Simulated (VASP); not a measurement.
# Mg (Fm-3m) in VASP: single point with PBE

Aim: the single point of Mg with PBE.

Everything below comes from runs of VASP 6.6.1. Logs are shortened: lines on timing, memory, paths and dates and some standing lists are left out, and cuts for length are marked.

## 1. The cell of the first run

The structure is cubic, space group Fm-3m (No. 225). Conventional cell: a = 4.489 Å, b = 4.489 Å, c = 4.489 Å, α = 90.00°, β = 90.00°, γ = 90.00°. Within 4.2 Å of Mg (site symmetry m-3m) lie 12 Mg at 3.17 Å.

This isn't the form of Mg at room conditions, which is hcp.

## 2. Single point, PBE

POSCAR

```
Mg
1.0
    0.0000000000      2.2442560000      2.2442560000
    2.2442560000      0.0000000000      2.2442560000
    2.2442560000      2.2442560000      0.0000000000
Mg
1
Direct
    0.0000000000      0.0000000000      0.0000000000
```

INCAR.step1

```
PREC     = Accurate       # precision mode
ENCUT    = 520            # plane-wave cutoff, eV
EDIFF    = 1E-6           # SCF threshold, eV
ISMEAR   = -1             # smearing method
SIGMA    = 0.03           # smearing width, eV
LREAL    = False          # projectors in reciprocal space
LASPH    = True           # aspherical terms in the spheres
NELM     = 80             # most SCF steps
ALGO     = Normal         # electronic algorithm
ISIF     = 2              # what is computed and relaxed
LWAVE    = False          # write WAVECAR
LCHARG   = True           # write CHGCAR
GGA      = PE             # functional
NBANDS   = 7              # bands
```

KPOINTS.step1

```
regular mesh
0
Gamma
  16 16 16
```

INCAR.step2

```
PREC     = Accurate       # precision mode
ENCUT    = 520            # plane-wave cutoff, eV
EDIFF    = 1E-6           # SCF threshold, eV
ISMEAR   = -5             # smearing method
SIGMA    = 0.03           # smearing width, eV
LREAL    = False          # projectors in reciprocal space
LASPH    = True           # aspherical terms in the spheres
NELM     = 80             # most SCF steps
ALGO     = Normal         # electronic algorithm
ISIF     = 2              # what is computed and relaxed
LWAVE    = False          # write WAVECAR
LCHARG   = False          # write CHGCAR
GGA      = PE             # functional
LORBIT   = 11             # projections on sites
NEDOS    = 1001           # points of the DOS
ICHARG   = 11             # starting density
```

KPOINTS.step2

```
regular mesh
0
Gamma
  24 24 24
```

Potentials or basis: VASP PAW PBE potentials, release 64 (Mg).

Run with:

```bash
$ cat potpaw_PBE.64/Mg/POTCAR > POTCAR
$ cp INCAR.step1 INCAR
$ cp KPOINTS.step1 KPOINTS
$ mpirun -np 1 vasp_std > vasp.out
$ cp INCAR.step2 INCAR
$ cp KPOINTS.step2 KPOINTS
$ mpirun -np 1 vasp_std > vasp.out
```

OUTCAR:

```text
PREC = Accurate
   ENCUT = 520
   EDIFF = 1E-6
   ISMEAR = -5
   LREAL = False
   LASPH = True
   NELM = 80
   ISIF = 2
   GGA = PE
   LORBIT = 11
   ICHARG = 11

 ion  position               nearest neighbor table
   1  0.000  0.000  0.000-

  LATTYP: Found a face centered cubic cell.
 ALAT       =     4.4885120000

  Lattice vectors:

 A1 = (   0.0000000000,   2.2442560000,   2.2442560000)
 A2 = (   2.2442560000,   0.0000000000,   2.2442560000)
 A3 = (   2.2442560000,   2.2442560000,   0.0000000000)

Analysis of symmetry for initial positions (statically):
=====================================================================
 Subroutine PRICEL returns:
 Original cell was already a primitive cell.

 Routine SETGRP: Setting up the symmetry group for a
 face centered cubic supercell.

 Subroutine GETGRP returns: Found 48 space group operations
 (whereof 48 operations were pure point group operations)
 out of a pool of 48 trial point group operations.

The static configuration has the point symmetry O_h .

Analysis of symmetry for dynamics (positions and initial velocities):
=====================================================================
 Subroutine PRICEL returns:
 Original cell was already a primitive cell.

 Routine SETGRP: Setting up the symmetry group for a
 face centered cubic supercell.

 Subroutine GETGRP returns: Found 48 space group operations
 (whereof 48 operations were pure point group operations)
 out of a pool of 48 trial point group operations.

The dynamic configuration has the point symmetry O_h .

 Subroutine INISYM returns: Found 48 space group operations
 (whereof 48 operations are pure point group operations),
 and found     1 'primitive' translations

----------------------------------------------------------------------------------------

                                     Primitive cell

  volume of cell :      22.6072

  direct lattice vectors                    reciprocal lattice vectors
     0.000000000  2.244256000  2.244256000    -0.222790983  0.222790983  0.222790983
     2.244256000  0.000000000  2.244256000     0.222790983 -0.222790983  0.222790983
     2.244256000  2.244256000  0.000000000     0.222790983  0.222790983 -0.222790983

  length of vectors
     3.173857273  3.173857273  3.173857273     0.385885302  0.385885302  0.385885302

  position of ions in fractional coordinates (direct lattice)
     0.000000000  0.000000000  0.000000000

  ion indices of the primitive-cell ions
   primitive index   ion index
                 1           1

----------------------------------------------------------------------------------------

 KPOINTS: regular mesh

Automatic generation of k-mesh.
 Grid dimensions read from file:
 generate k-points for:   24   24   24

 Generating k-lattice:

  Cartesian coordinates                     Fractional coordinates (reciprocal lattice)
    -0.009282958  0.009282958  0.009282958     0.041666667  0.000000000  0.000000000
     0.009282958 -0.009282958  0.009282958     0.000000000  0.041666667  0.000000000
     0.009282958  0.009282958 -0.009282958     0.000000000  0.000000000  0.041666667

  Length of vectors
     0.016078554  0.016078554  0.016078554

  Shift w.r.t. Gamma in fractional coordinates (k-lattice)
     0.000000000  0.000000000  0.000000000

 TETIRR: Found   1864 inequivalent tetrahedra from    82944

 Subroutine IBZKPT returns following result:
 ===========================================

 Found    413 irreducible k-points:

 Following reciprocal coordinates:
            Coordinates               Weight
  0.000000  0.000000  0.000000      1.000000
  0.041667  0.000000  0.000000      8.000000
  0.083333  0.000000  0.000000      8.000000
  0.125000  0.000000  0.000000      8.000000
  0.166667  0.000000  0.000000      8.000000
  0.208333  0.000000  0.000000      8.000000
[... 16 lines left out ...]
  0.416667  0.041667  0.000000     24.000000
  0.458333  0.041667  0.000000     24.000000
 [... further k-points ...]
   k-points           NKPTS =    413   k-points in BZ     NKDIM =    413   number of bands    NBANDS=      5
   number of dos      NEDOS =   1001   number of ions     NIONS =      1
   total plane-waves  NPLWV =  13824
   dimension x,y,z NGX =    24 NGY =   24 NGZ =   24
   dimension x,y,z NGXF=    48 NGYF=   48 NGZF=   48
   ions per type =               1
   NGX,Y,Z   is equivalent  to a cutoff of  12.57, 12.57, 12.57 a.u.
   NGXF,Y,Z  is equivalent  to a cutoff of  25.14, 25.14, 25.14 a.u.
 SYSTEM =  unknown system
   PREC   = accura    normal or accurate (medium, high low for compatibility)
   ISTART =      0    job   : 0-new  1-cont  2-samecut
   ICHARG =     11    charge: 1-file 2-atom 10-const
   ISPIN  =      1    spin polarized calculation?
   LNONCOLLINEAR =      F non collinear calculations
   LSORBIT =      F    spin-orbit coupling
   LASPH  =      T    aspherical Exc in radial PAW
   ENCUT  =  520.0 eV  38.22 Ry    6.18 a.u.   5.90  5.90  5.90*2*pi/ulx,y,z
   NELM   =     80;   NELMIN=  2; NELMDL=  0     # of ELM steps
   EDIFF  = 0.1E-05   stopping-criterion for ELM
   LREAL  =      F    real-space projection
   EDIFFG = 0.1E-04   stopping-criterion for IOM
   NSW    =      0    number of steps for IOM
   IBRION =     -1    ionic relax: 0-MD 1-quasi-New 2-CG
   NFREE  =      0    steps in history (QN), initial steepest desc. (CG)
   ISIF   =      2    stress and relaxation
   ISYM   =      2    0-nonsym 1-usesym 2-fastsym
   POTIM  = 0.5000    time-step for ionic-motion
   TEBEG  =    0.0;   TEEND  =   0.0 temperature during run
   PSTRESS=    0.0 pullay stress
   NELECT =       2.0000    total number of electrons
   NUPDOWN=      -1.0000    fix difference up-down
   EMIN   =  10.00;   EMAX   =-10.00  energy-range for DOS
   EFERMI =   0.00;   METHOD = LEGACY
   ISMEAR =    -5;   SIGMA  =   0.03  broadening in eV -4-tet -1-fermi 0-gaus
   EFERMI_NEDOS =   21; number of points for ismear=-14 and -15
   IALGO  =     38    algorithm
   IMIX   =      4    mixing-type and parameters
     AMIX     =   0.40;   BMIX     =  1.00
     AMIX_MAG =   1.60;   BMIX_MAG =  1.00
  volume/ion in A,a.u.               =      22.61       152.56
  Fermi-wavevector in a.u.,A,eV,Ry     =   0.729462  1.378483  7.239854  0.532114
  Thomas-Fermi vector in A             =   1.821189
   LORBIT       =     11    0 simple, 1 ext, 2 COOP (PROOUT), +10 PAW based schemes
   GGA     = PE    functional components
   LHFCALC =     F    Hartree Fock is set to
   AEXX    =    0.0000 exact exchange contribution
   IVDW    =     0    specifies the selected vdW correction
   LEPSILON=     F    determine dielectric tensor
   LRPA    =     F    only Hartree local field effects (RPA)
 non-spin polarized calculation
 Fermi weights with tetrahedron method with Bloechl corrections
  energy-cutoff  :      520.00
  volume of cell :       22.61
 maximum number of plane-waves:       620

 number of electron       2.0000000 magnetization

 Free energy of the ion-electron system (eV)
  ---------------------------------------------------
  ext. energy  EPLUGINS =         0.00000000
  ---------------------------------------------------
  free energy    TOTEN  =        -1.49257018 eV

  energy without entropy =       -1.49257018  energy(sigma->0) =       -1.49257018

 E-fermi :   2.6815     XC(G=0):  -8.5392

 val. band max:        2.7700762541   @ k =  -0.3750   0.3333   0.0417
 cond. band min:       2.5956226009   @ k =  -0.4167   0.2500   0.0000
 fundamental gap:     -0.1744536532
 Fermi energy:         2.6814941023

 k-point     1 :       0.0000    0.0000    0.0000
  band No.  band energies     occupation
      1      -4.2848      2.00000
      2      15.1572      0.00000
      3      15.1572      0.00000
      4      15.1572      0.00000
      5      17.1705      0.00000

 k-point     2 :       0.0417    0.0000    0.0000
  band No.  band energies     occupation
      1      -4.2458      2.00000
      2      14.3962      0.00000
      3      15.0594      0.00000
      4      15.0594      0.00000
      5      17.2312      0.00000

 k-point     3 :       0.0833    0.0000    0.0000
  band No.  band energies     occupation
      1      -4.1288      2.00000
      2      13.0784      0.00000
      3      14.8342      0.00000
      4      14.8342      0.00000
      5      17.0993      0.00000

 k-point     4 :       0.1250    0.0000    0.0000
  band No.  band energies     occupation
      1      -3.9342      2.00000
      2      11.6920      0.00000
      3      14.5781      0.00000
      4      14.5781      0.00000
      5      16.9022      0.00000

 k-point     5 :       0.1667    0.0000    0.0000
  band No.  band energies     occupation
      1      -3.6623      2.00000
      2      10.3186      0.00000
      3      14.3413      0.00000
      4      14.3413      0.00000
      5      16.6927      0.00000

 k-point     6 :       0.2083    0.0000    0.0000
  band No.  band energies     occupation
      1      -3.3140      2.00000
      2       8.9826      0.00000
      3      14.1453      0.00000
      4      14.1453      0.00000
      5      16.5026      0.00000

 k-point     7 :       0.2500    0.0000    0.0000
  band No.  band energies     occupation
      1      -2.8900      2.00000
      2       7.6947      0.00000
      3      13.9993      0.00000
      4      13.9993      0.00000
      5      16.3518      0.00000

 k-point     8 :       0.2917    0.0000    0.0000
  band No.  band energies     occupation
      1      -2.3914      2.00000
      2       6.4610      0.00000
      3      13.9068      0.00000
      4      13.9068      0.00000
      5      16.2513      0.00000

 k-point     9 :       0.3333    0.0000    0.0000
  band No.  band energies     occupation
      1      -1.8194      2.00000
      2       5.2856      0.00000
      3      13.8687      0.00000
      4      13.8687      0.00000
      5      16.1588      0.00000
[... 73 lines left out ...]
 k-point    19 :       0.2500    0.0417    0.0000
  band No.  band energies     occupation
      1      -3.0054      2.00000
      2       8.1446      0.00000
      3      13.3857      0.00000
      4      14.2003      0.00000
      5      16.5499      0.00000

 k-point    20 :       0.2917    0.0417    0.0000
  band No.  band energies     occupation
      1      -2.5317      2.00000
      2       6.8945      0.00000
      3      13.2734      0.00000
      4      14.0745      0.00000
      5      15.9510      0.00000

 k-point    21 :       0.3333    0.0417    0.0000
  band No.  band energies     occupation
      1      -1.9842      2.00000
      2       5.7007      0.00000
      3      13.2215      0.00000
      4      13.9829      0.00000
      5      15.4274      0.00000

 k-point    22 :       0.3750    0.0417    0.0000
  band No.  band energies     occupation
      1      -1.3644      2.00000
      2       4.5668      0.00000
      3      13.2306      0.00000
      4      13.9026      0.00000
      5      15.0153      0.00000

 k-point    23 :       0.4167    0.0417    0.0000
  band No.  band energies     occupation
      1      -0.6744      2.00000
      2       3.4962     -0.04015
      3      13.3003      0.00000
      4      13.7834      0.00000
      5      14.7694      0.00000

 k-point    24 :       0.4583    0.0417    0.0000
  band No.  band energies     occupation
      1       0.0808      2.00000
      2       2.4945      1.46166
      3      13.4299      0.00000
      4      13.5916      0.00000
      5      14.7255      0.00000

 [... further k-points ...]
[... 5 lines left out ...]
  --------------------------------------------------------------------------------------
  -------------------------------------------------------------------------------------
  Total        0.0937929      0.0937929      0.0937929      0.0000000      0.0000000      0.0000000
  in kB        6.6471148      6.6471148      6.6471148      0.0000000      0.0000000      0.0000000
  external PRESSURE =       6.6471148 kB  Pullay stress =       0.0000000 kB

 VOLUME and BASIS-vectors are now :
 -----------------------------------------------------------------------------
  energy-cutoff  :      520.00
  volume of cell :       22.61
      direct lattice vectors                 reciprocal lattice vectors
     0.000000000  2.244256000  2.244256000    -0.222790983  0.222790983  0.222790983
     2.244256000  0.000000000  2.244256000     0.222790983 -0.222790983  0.222790983
     2.244256000  2.244256000  0.000000000     0.222790983  0.222790983 -0.222790983

 POSITION                                       TOTAL-FORCE (eV/Angst)
 -----------------------------------------------------------------------------------
      0.00000      0.00000      0.00000        -0.000000     -0.000000     -0.000000
 -----------------------------------------------------------------------------------
    total drift:                               -0.000000      0.000000      0.000000

  FREE ENERGIE OF THE ION-ELECTRON SYSTEM (eV)
  ---------------------------------------------------
  free  energy   TOTEN  =        -1.4925701836 eV

  energy  without entropy=       -1.4925701836  energy(sigma->0) =       -1.49257018

 total charge

# of ion       s       p       d       tot
------------------------------------------
    1        0.213   0.127   0.012   0.351
```

Run time: 59 s. Hardware: 1 thread of AMD EPYC 7R13, shared host; peak memory 0.15 GiB.

Results:

| Item | Value |
| --- | --- |
| Valence electrons inside the program's atomic spheres | Mg 0.35 |

Levels at points of the mesh, in eV from the Fermi level:
| k point | band 1 | band 2 | band 3 | band 4 |
| --- | --- | --- | --- | --- |
| (0.00, 0.00, 0.00) | -6.97 | 12.48 | 12.48 | 12.48 |
| (0.50, 0.00, 0.00) | -1.71 | -1.26 | 11.37 | 11.37 |
| (0.50, 0.50, 0.00) | -0.20 | 0.83 | 6.14 | 7.05 |

Caveat: tetrahedron occupations give inexact forces and stress in metals.
